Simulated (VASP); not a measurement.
**Si: single point with LDA**

Crystal: Si.

```xyz
2
Lattice="0.0000 2.7005 2.7005 2.7005 0.0000 2.7005 2.7005 2.7005 0.0000" Properties=species:S:1:pos:R:3 pbc="T T T"
Si    4.0507    4.0507    4.0507
Si    2.7005    2.7005    2.7005
```

```json
{
 "Program": "VASP 6.6.1",
 "Task": "single point",
 "Functional": "LDA",
 "Potentials or basis": "VASP PAW LDA potentials, release 64 (Si)",
 "Cutoff": "520 eV",
 "k mesh": "11 × 11 × 11",
 "Occupations": "fermi-dirac, width 0.05 eV",
 "Spin": "no spin polarisation",
 "Dipole correction": "no",
 "Further INCAR settings": "ALGO = Normal; EDIFF = 1e-06; NBANDS = 11"
}
```

```yaml
Pressure: 0.1 GPa
Band_gap_on_the_k_mesh: 0.46 eV, indirect (least direct gap 2.53 eV)
```

Levels at points of the mesh, in eV from the valence-band top:
```tsv
k point	band 2	band 3	band 4	band 5	band 6	band 7
(0.00, 0.00, 0.00)	0.00	0.00	0.00	2.53	2.53	2.53
```

It took 12 s on 1 thread of Intel(R) Xeon(R) Platinum 8259CL CPU @ 2.50GHz (Skylake/Cascade Lake), with other jobs on the host, peak memory 0.14 GiB.

A k mesh can miss the band edges. LDA gaps usually lie below the measured ones, often by a third to a half.
